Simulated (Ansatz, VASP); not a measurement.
One calculation of SiC3, two programs

```
CELL_PARAMETERS angstrom
2.68678 0.00000 0.00000
0.00000 2.79640 0.00000
0.00000 0.00000 4.09004
ATOMIC_POSITIONS crystal
C 0.50000 0.00000 0.78909
C 0.50000 0.50000 0.00045
C 0.00000 0.50000 0.21255
Si 0.00000 0.00000 0.49791
```

Change from the starting cell: uniaxial_x strain -3.9%.

Alike in both runs: task single point; functional r2SCAN; k mesh 10 × 10 × 6; no spin polarisation.

|  | VASP | Ansatz |
| --- | --- | --- |
| version | VASP 6.6.1 | Ansatz 0.2.0 |
| potentials or method | VASP PAW PBE potentials, release 64 (C, Si) | plane waves, PAW |
| plane-wave cutoff (eV) | 520 | 500 |
| occupations | gaussian, width 0.01 eV | fixed |
| valence electrons in the cell | 16 | 16 |

VASP gave:

| Quantity | Value |
| --- | --- |
| gap on the k mesh at the Fermi level (eV) | 1.12 |
| pressure (GPa) | 12.2 |
| traceless stress, the component that is largest in VASP (GPa) | 17.83 |
| rms of the force components (eV/Å) | 0.022 |

Q: What did Ansatz give for the same quantities?

A: gap on the k mesh at the Fermi level (eV): 1.12; pressure (GPa): 12.2; traceless stress, the component that is largest in VASP (GPa): 17.63; rms of the force components (eV/Å): 0.001.

VASP's potentials were made for PBE, not for r2SCAN. Atom by atom the forces differ by 0.022 eV/Å (rms over components).
